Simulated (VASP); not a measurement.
Here is a VASP 6.6.1 calculation.

The input INCAR:

```
PREC = Accurate ; ENCUT = 520
EDIFF = 1E-6 ; ISMEAR = -1
SIGMA = 0.1 ; LREAL = F
LASPH = T ; NELM = 100
ALGO = Normal ; ISIF = 2
LWAVE = F ; LCHARG = F
GGA = PS ; NBANDS = 14
```

File KPOINTS:

```
regular mesh
0
Gamma
  18 18 10
```

Contents of POSCAR:

```
F
1.0
    1.8425033899      0.0000000000      0.0000000000
   -0.9212516949      1.5956547422      0.0000000000
    0.0000000000      0.0000000000      2.6679758353
F
2
Direct
    0.3333333333      0.6666666667      0.2500000000
    0.6666666667      0.3333333333      0.7500000000
```

Potentials or basis: VASP PAW PBE potentials, release 64 (F).

Command:

```console
$ cat potpaw_PBE.64/F/POTCAR > POTCAR
$ mpirun -np 1 vasp_std > vasp.out
```

(1) Predict the band gap on the k mesh.

(2) Estimate the pressure.

Answers

(1) zero (bands 7 and 8 overlap by 5.10 eV).

(2) 526.3 GPa.

Caveat: the cell stands under pressure; the PAW data sets were made with another functional, which shifts forces and pressure a little.
